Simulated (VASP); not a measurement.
# Cu (I4/mmm) in VASP: notebook, part 2 of 2

VASP 6.6.1. Earlier steps stand in the parts before.

**4. Relaxation of shape and atoms at fixed volume, PBE (volume scaled by 0.97)**

Input file INCAR:

```
SYSTEM = Cu
PREC = Accurate
ENCUT = 600
EDIFF = 1E-7
ISMEAR = 0
SIGMA = 0.1
LREAL = .False.
LASPH = .True.
NELM = 60
ALGO = Fast
ISIF = 4
LWAVE = .False.
LCHARG = .False.
GGA = PE
IBRION = 2
NSW = 50
EDIFFG = -0.01
```

Input file KPOINTS:

```
Automatic mesh
0
Gamma
  30 30 30
  0 0 0
```

Input file POSCAR:

```
Cu
1.0
   -1.2704311716      1.2704311716      1.7957235040
    1.2704311716     -1.2704311716      1.7957235040
    1.2704311716      1.2704311716     -1.7957235040
Cu
1
Direct
    0.5000000000      0.5000000000      0.0000000000
```

Potentials or basis: VASP PAW PBE potentials, release 64 (Cu).

Started as:

```console
$ cat potpaw_PBE.64/Cu/POTCAR > POTCAR
$ mpirun -np 1 vasp_std > vasp.out
```

OUTCAR:

```text
SYSTEM = Cu
   PREC = Accurate
   ENCUT = 600
   EDIFF = 1E-7
   ISMEAR = 0
   LREAL = .False.
   LASPH = .True.
   NELM = 60
   ISIF = 4
   GGA = PE
   IBRION = 2
   NSW = 50
   EDIFFG = -0.01

 ion  position               nearest neighbor table
   1  0.500  0.500  0.000-

  LATTYP: Found a body centered tetragonal cell.
 ALAT       =     2.5408623432
 C/A-ratio  =     1.4134756326

  Lattice vectors:

 A1 = (  -1.2704311716,   1.2704311716,   1.7957235040)
[... 464 lines left out ...]
      3       4.8685      2.00000
      4       4.8848      2.00000
      5       5.6661      2.00000
      6       5.8137      2.00000
      7      19.1095      0.00000
      8      28.9687      0.00000
      9      31.1236      0.00000

 [... further k-points ...]
[... 5 lines left out ...]
  --------------------------------------------------------------------------------------
  -------------------------------------------------------------------------------------
  Total        0.3470915      0.3470915      0.3494124      0.0000000      0.0000000     -0.0000000
  in kB       47.9681361     47.9681361     48.2888865      0.0000000      0.0000000     -0.0000000
  external PRESSURE =      48.0750529 kB  Pullay stress =       0.0000000 kB

 VOLUME and BASIS-vectors are now :
 -----------------------------------------------------------------------------
  energy-cutoff  :      600.00
  volume of cell :       11.59
      direct lattice vectors                 reciprocal lattice vectors
    -1.270431172  1.270431172  1.795723504     0.000000000  0.393567169  0.278439303
     1.270431172 -1.270431172  1.795723504     0.393567169  0.000000000  0.278439303
     1.270431172  1.270431172 -1.795723504     0.393567169  0.393567169  0.000000000

 POSITION                                       TOTAL-FORCE (eV/Angst)
 -----------------------------------------------------------------------------------
      0.00000      0.00000      1.79572         0.000000     -0.000000     -0.000000
 -----------------------------------------------------------------------------------
    total drift:                               -0.000000     -0.000000      0.000000

  FREE ENERGIE OF THE ION-ELECTRON SYSTEM (eV)
  ---------------------------------------------------
  free  energy   TOTEN  =        -3.7224685471 eV

  energy  without entropy=       -3.7212665705  energy(sigma->0) =       -3.72186756

 reached required accuracy - stopping structural energy minimisation
```

OSZICAR:

```text
N       E                     dE             d eps       ncg     rms          rms(c)
DAV:   1     0.367533823030E+02    0.36753E+02   -0.61002E+03 36394   0.228E+03
DAV:   2    -0.422376388621E+01   -0.40977E+02   -0.39028E+02 36018   0.201E+02
DAV:   3    -0.463079900286E+01   -0.40704E+00   -0.40539E+00 42202   0.290E+01
DAV:   4    -0.463357930256E+01   -0.27803E-02   -0.27799E-02 42809   0.214E+00
DAV:   5    -0.463360976482E+01   -0.30462E-04   -0.30462E-04 41675   0.178E-01    0.771E+00
RMM:   6    -0.404534248567E+01    0.58827E+00   -0.53247E+00 36013   0.586E+01    0.425E+00
RMM:   7    -0.373405903924E+01    0.31128E+00   -0.94669E-01 35980   0.261E+01    0.106E+00
RMM:   8    -0.372391061922E+01    0.10148E-01   -0.32867E-02 35916   0.237E+00    0.324E-01
RMM:   9    -0.372226339004E+01    0.16472E-02   -0.92488E-03 36319   0.265E+00    0.346E-02
RMM:  10    -0.372246118109E+01   -0.19779E-03   -0.16232E-03 38983   0.548E-01    0.195E-02
RMM:  11    -0.372249473217E+01   -0.33551E-04   -0.30444E-04 36212   0.447E-01    0.508E-02
RMM:  12    -0.372246461281E+01    0.30119E-04   -0.91517E-05 36270   0.209E-01    0.200E-03
RMM:  13    -0.372246821976E+01   -0.36070E-05   -0.30489E-05 39114   0.681E-02    0.349E-03
RMM:  14    -0.372246854084E+01   -0.32107E-06   -0.28765E-06 36388   0.233E-02    0.337E-03
RMM:  15    -0.372246864663E+01   -0.10579E-06   -0.33387E-07 26431   0.686E-03    0.299E-03
RMM:  16    -0.372246854712E+01    0.99508E-07   -0.53676E-07 33840   0.176E-02
   1 F= -.37224685E+01 E0= -.37218676E+01  d E =-.372247E+01
```

CONTCAR:

```text
Cu
   1.00000000000000
    -1.2704311716000001    1.2704311716000001    1.7957235039999999
     1.2704311716000001   -1.2704311716000001    1.7957235039999999
     1.2704311716000001    1.2704311716000001   -1.7957235039999999
  Cu
     1
Direct
     0.5000000000000000    0.5000000000000000    0.0000000000000000

  0.00000000E+00  0.00000000E+00  0.00000000E+00
```

Wall time 2.5 min (1 thread of AMD EPYC 9R45 (Zen 5), shared host); peak memory 0.34 GiB.

What came out:

| Item | Value |
| --- | --- |
| Free energy | -3.7225 eV |
| Pressure after relaxing | 4.8 GPa |

Final structure:
```cif
data_structure
_symmetry_space_group_name_H-M 'P 1'
_symmetry_Int_Tables_number 1
_cell_length_a 2.5402
_cell_length_b 2.5402
_cell_length_c 2.5402
_cell_angle_alpha 119.983
_cell_angle_beta 119.983
_cell_angle_gamma 90.030
_cell_volume 11.59
loop_
_atom_site_label
_atom_site_type_symbol
_atom_site_fract_x
_atom_site_fract_y
_atom_site_fract_z
_atom_site_occupancy
Cu1 Cu 0.50000 0.50000 0.00000 1
```

Caveat: the cell differs from its parent crystal (volume scaled by 0.97); the relaxation stopped at its first step, so nothing moved.

**5. Relaxation of cell and atoms, PBE**

This run uses another cell than the first one, of 11.98 Å³/atom, 0.973 times its volume.

Input file INCAR:

```
PREC = Accurate ; ENCUT = 600
EDIFF = 1E-7 ; ISMEAR = 0
SIGMA = 0.1 ; LREAL = False
LASPH = True ; NELM = 60
ALGO = Fast ; ISIF = 3
LWAVE = False ; LCHARG = False
GGA = PE ; IBRION = 2
NSW = 100 ; EDIFFG = -0.01
```

Input file KPOINTS:

```
regular mesh
0
Gamma
  30 30 30
```

Input file POSCAR:

```
Cu
1.0
   -1.2694816008      1.2694816008      1.8589269166
    1.2694816008     -1.2694816008      1.8589269166
    1.2694816008      1.2694816008     -1.8589269166
Cu
1
Direct
    0.5000000000      0.5000000000      0.0000000000
```

Potentials or basis: VASP PAW PBE potentials, release 64 (Cu).

Started as:

```console
$ cat potpaw_PBE.64/Cu/POTCAR > POTCAR
$ mpirun -np 1 vasp_std > vasp.out
```

OUTCAR:

```text
PREC = Accurate
   ENCUT = 600
   EDIFF = 1E-7
   ISMEAR = 0
   LREAL = False
   LASPH = True
   NELM = 60
   ISIF = 3
   GGA = PE
   IBRION = 2
   NSW = 100
   EDIFFG = -0.01

 ion  position               nearest neighbor table
   1  0.500  0.500  0.000-

  LATTYP: Found a body centered tetragonal cell.
 ALAT       =     2.5389632016
 C/A-ratio  =     1.4643196998

  Lattice vectors:

 A1 = (  -1.2694816008,   1.2694816008,   1.8589269166)
 A2 = (   1.2694816008,  -1.2694816008,   1.8589269166)
 A3 = (   1.2694816008,   1.2694816008,  -1.8589269166)

Analysis of symmetry for initial positions (statically):
=====================================================================
 Subroutine PRICEL returns:
 Original cell was already a primitive cell.

 Routine SETGRP: Setting up the symmetry group for a
 body centered tetragonal supercell.

 Subroutine GETGRP returns: Found 16 space group operations
 (whereof 16 operations were pure point group operations)
 out of a pool of 16 trial point group operations.

The static configuration has the point symmetry D_4h.

Analysis of symmetry for dynamics (positions and initial velocities):
=====================================================================
 Subroutine PRICEL returns:
 Original cell was already a primitive cell.

 Routine SETGRP: Setting up the symmetry group for a
 body centered tetragonal supercell.

 Subroutine GETGRP returns: Found 16 space group operations
 (whereof 16 operations were pure point group operations)
 out of a pool of 16 trial point group operations.

The dynamic configuration has the point symmetry D_4h.

 Subroutine INISYM returns: Found 16 space group operations
 (whereof 16 operations are pure point group operations),
 and found     1 'primitive' translations

----------------------------------------------------------------------------------------

[... 121 lines left out ...]
 conjugate gradient relaxation of ions
 non-spin polarized calculation
 RMM-DIIS sequential band-by-band and
 Gauss-broadening in eV      SIGMA  =   0.10
  energy-cutoff  :      600.00
  volume of cell :       11.98
 maximum number of plane-waves:       416
 NGX is ok and might be reduce to    24
   NGX = 11   NGY = 11   NGZ = 11

--------------------------------------- Ionic step        1  -------------------------------------------

 number of electron      10.9999999 magnetization

 Free energy of the ion-electron system (eV)
  ---------------------------------------------------
  ext. energy  EPLUGINS =         0.00000000
  ---------------------------------------------------
  free energy    TOTEN  =        -3.72708072 eV

  energy without entropy =       -3.72580639  energy(sigma->0) =       -3.72644356

------------------------ aborting loop because EDIFF is reached ----------------------------------------

  FORCE on cell =-STRESS in cart. coord.  units (eV):
  Direction    XX          YY          ZZ          XY          YZ          ZX
  --------------------------------------------------------------------------------------
  -------------------------------------------------------------------------------------
  Total        0.0952713      0.0952713     -0.0772526      0.0000000      0.0000000     -0.0000000
  in kB       12.7378967     12.7378967    -10.3287728      0.0000000      0.0000000     -0.0000000
  external PRESSURE =       5.0490069 kB  Pullay stress =       0.0000000 kB
[... 232 lines left out ...]
--------------------------------------- Ionic step        8  -------------------------------------------

 number of electron      10.9999998 magnetization

 Free energy of the ion-electron system (eV)
  ---------------------------------------------------
  ext. energy  EPLUGINS =         0.00000000
  ---------------------------------------------------
  free energy    TOTEN  =        -3.72898568 eV

  energy without entropy =       -3.72776549  energy(sigma->0) =       -3.72837559

 E-fermi :   7.4143     XC(G=0): -12.6336

 val. band max:        7.4054944075   @ k =  -0.3333  -0.3667   0.2000
 cond. band min:       7.4144333252   @ k =   0.5000   0.2000   0.1333
 fundamental gap:      0.0089389177
 Fermi energy:         7.4143261381

 k-point     1 :       0.0000    0.0000    0.0000
  band No.  band energies     occupation
      1      -1.8412      2.00000
      2       4.4024      2.00000
      3       4.4121      2.00000
      4       4.4121      2.00000
      5       5.2056      2.00000
      6       5.2153      2.00000
      7      29.8550      0.00000
      8      32.3711      0.00000
      9      32.3779      0.00000
[... 265 lines left out ...]
 k-point    24 :       0.2667    0.0333    0.0000
  band No.  band energies     occupation
      1       0.7139      2.00000
      2       4.1701      2.00000
      3       4.5402      2.00000
      4       4.5527      2.00000
      5       5.2942      2.00000
      6       5.4350      2.00000
      7      18.4137      0.00000
      8      28.0704      0.00000
      9      30.1227      0.00000

 [... further k-points ...]
[... 5 lines left out ...]
  --------------------------------------------------------------------------------------
  -------------------------------------------------------------------------------------
  Total        0.0031105      0.0031105     -0.0064401      0.0000000      0.0000000     -0.0000000
  in kB        0.4152793      0.4152793     -0.8598035      0.0000000      0.0000000     -0.0000000
  external PRESSURE =      -0.0097483 kB  Pullay stress =       0.0000000 kB
[... 16 lines left out ...]
  FREE ENERGIE OF THE ION-ELECTRON SYSTEM (eV)
  ---------------------------------------------------
  free  energy   TOTEN  =        -3.7289856844 eV

  energy  without entropy=       -3.7277654907  energy(sigma->0) =       -3.72837559

 reached required accuracy - stopping structural energy minimisation
```

Run time: 21 min. Hardware: 1 thread of AMD EPYC 9R45 (Zen 5), shared host; peak memory 0.42 GiB.

Results:

```yaml
Free_energy: -3.7290 eV
Relaxed_volume: 12.00 Å³/atom
Relaxed_cell: a = 2.571 Å, b = 2.571 Å, c = 2.571 Å, α = 120.07°, β = 120.07°, γ = 89.88°
Space_group_after_relaxing_to_0.05_Å: Fm-3m (No. 225)
Energy_gained_by_relaxing: 1.9 meV/atom
Ionic_steps: 8
Pressure_after_relaxing: 0.0 GPa
```

The path:
```
step  energy change (eV)  largest force (eV/Å)  pressure (GPa)  volume (Å³)
   1              0.0000                0.0000            0.50        11.98
   2             -0.0008                0.0000           -0.35        12.05
   3             -0.0010                0.0000           -1.07        12.11
   4             -0.0016                0.0000           -0.84        12.06
   5             -0.0019                0.0000            0.11        11.98
   6             -0.0019                0.0000            0.23        11.99
   7             -0.0018                0.0000            0.05        12.03
   8             -0.0019                0.0000            0.00        12.00
```

Final structure:
```
CELL_PARAMETERS angstrom
-1.28403 1.28403 1.81965
1.28403 -1.28403 1.81965
1.28403 1.28403 -1.81965
ATOMIC_POSITIONS crystal
Cu 0.50000 0.50000 0.00000
```

Levels at points of the mesh, in eV from the Fermi level:
```tsv
k point	band 3	band 4	band 5	band 6	band 7	band 8	band 9
(0.00, 0.00, 0.00)	-3.00	-3.00	-2.21	-2.20	22.44	24.96	24.96
(0.50, 0.00, 0.00)	-3.03	-1.65	-1.65	-0.98	3.65	20.94	21.77
(0.50, 0.50, 0.00)	-1.67	-1.51	-1.51	1.50	6.99	12.91	12.92
(0.50, 0.50, 0.50)	-1.67	-1.51	-1.51	1.46	6.94	12.97	12.97
```

**6. The runs side by side**

| task | cell | gap on the mesh (eV) | pressure (GPa) |
| --- | --- | --- | --- |
| relaxation of shape and atoms at fixed volume | relaxed from a = 2.592 Å, angles 120.0, 120.0, 90.0°, 1 atom | none | -3.2 |
| relaxation of shape and atoms at fixed volume | relaxed from a = 2.616 Å, angles 120.0, 120.0, 90.0°, 1 atom | none | -6.4 |
| relaxation of shape and atoms at fixed volume | relaxed from a = 2.540 Å, angles 120.0, 120.0, 90.0°, 1 atom | none | 4.8 |
| relaxation of cell and atoms | relaxed from a = 2.584 Å, angles 121.2, 121.2, 88.0°, 1 atom | none | 0.0 |

Alike in all rows: level PBE; potentials or basis VASP PAW PBE potentials, release 64 (Cu); no spin polarisation; k mesh 30 × 30 × 30; cutoff (eV) 600; smearing gaussian 0.1 eV.

Caveats: the relaxation stopped at its first step, so nothing moved (some runs).

Total energies depend on the potentials used, so only differences within one code and one set of settings carry meaning.
